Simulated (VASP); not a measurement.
Write the native input for VASP 6.6.1 that does the following.

```
Task                   : single point
Functional             : PBE
Potentials or basis    : VASP PAW PBE potentials, release 64 (Gd)
Cutoff                 : 520 eV
k mesh                 : 15 × 15 × 15
Occupations            : fermi-dirac, width 0.08 eV
Spin                   : collinear spin, ferromagnetic start
Starting moments       : [7.0] μB
Dipole correction      : no
Further INCAR settings : ALGO = Normal; EDIFF = 1e-06; NBANDS = 19
```

The structure of Gd lies in POSCAR:

```
Gd
1.0
   -1.9137741803      1.9137741803      1.9137741803
    1.9137741803     -1.9137741803      1.9137741803
    1.9137741803      1.9137741803     -1.9137741803
Gd
1
Direct
    0.0000000000      0.0000000000      0.0000000000
```

This isn't the form of Gd at room conditions, which is hcp.

The input as run:

INCAR

```
SYSTEM = Gd
  ALGO = Normal
  EDIFF = 1E-6
  ENCUT = 520
  GGA = PE
  ISIF = 2
  ISMEAR = -1
  ISPIN = 2
  LASPH = .True.
  LCHARG = .True.
  LELF = .True.
  LMAXMIX = 6
  LORBIT = 11
  LREAL = .False.
  LVHAR = .True.
  LWAVE = .False.
  MAGMOM = 7
  NBANDS = 19
  NELM = 150
  PREC = Accurate
  SIGMA = 0.08
```

KPOINTS

```
k-points
0
Gamma
  15 15 15
  0 0 0
```

Potentials or basis: VASP PAW PBE potentials, release 64 (Gd).

Command:

```console
$ cat potpaw_PBE.64/Gd/POTCAR > POTCAR
$ mpirun -np 1 vasp_std > vasp.out
```

It gave:

```yaml
Pressure: 7.5 GPa
Net_moment: 7.57 μB per cell
Site_moments: Gd +7.01 μB
Valence_electrons_inside_the_program's_atomic_spheres: Gd 15.29
```

Caveat: the cell stands under pressure.

Wall time 7.5 min on 1 thread of Oxide Virtual Turin-like Processor, with other jobs on the host, peak memory 0.22 GiB.
